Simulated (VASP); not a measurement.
Input of a VASP 6.6.1 run:

INCAR

```
SYSTEM = PtSe2
PREC = Accurate ; ENCUT = 520
EDIFF = 1E-7 ; ISMEAR = 0
SIGMA = 0.1 ; LREAL = Auto
LASPH = .TRUE. ; NELM = 80
ALGO = Fast ; ISIF = 2
LWAVE = .FALSE. ; LCHARG = .FALSE.
LDIPOL = .TRUE. ; IDIPOL = 3
DIPOL = 0.5 0.5 0.500 ; GGA = PS
NBANDS = 81
```

KPOINTS

```
regular mesh
0
G
  7 6 1
  0 0 0
```

File POSCAR:

```
PtSe2
1.0
    4.8633103160      0.0000000000      0.0000000000
    0.0000000000      6.5137665981      0.0000000000
    0.0000000000      0.0000000000     24.4018122472
Pt Se
6 12
Direct
    0.0000000000      0.5000000000      0.3188471699
    0.0000000000      0.0000000000      0.3862317132
    0.0000000000      0.5000000000      0.4608222980
    0.0000000000      0.0000000000      0.5391777079
    0.0000000000      0.5000000000      0.6137683105
    0.0000000000      0.0000000000      0.6811527954
    0.7611303919      0.1805887751      0.3093929811
    0.2388696081      0.8194112249      0.3093929811
    0.7208306424      0.6811797749      0.3864486154
    0.2791693576      0.3188202251      0.3864486154
    0.7371685993      0.1746261330      0.4607360696
    0.2628314007      0.8253738670      0.4607360696
    0.7371686813      0.6746261207      0.5392639387
    0.2628313187      0.3253738793      0.5392639387
    0.7208305451      0.1811798314      0.6135513930
    0.2791694549      0.8188201686      0.6135513930
    0.7611302096      0.6805888730      0.6906070048
    0.2388697904      0.3194111270      0.6906070048
```

Potentials or basis: VASP PAW PBE potentials, release 64 (Pt, Se).

Launch:

```bash
$ cat potpaw_PBE.64/Pt/POTCAR potpaw_PBE.64/Se/POTCAR > POTCAR
$ mpirun -np 1 vasp_std > vasp.out
```

(1) What does it give for the band gap on the k mesh?

(2) What does it give for the largest force?

## Answers

(1) zero (bands 66 and 67 overlap by 0.30 eV).

(2) 0.025 eV/Å.

Caveat: the PAW data sets were made with another functional, which shifts forces and pressure a little; spin-orbit coupling is left out, which moves the levels of the heavy elements.
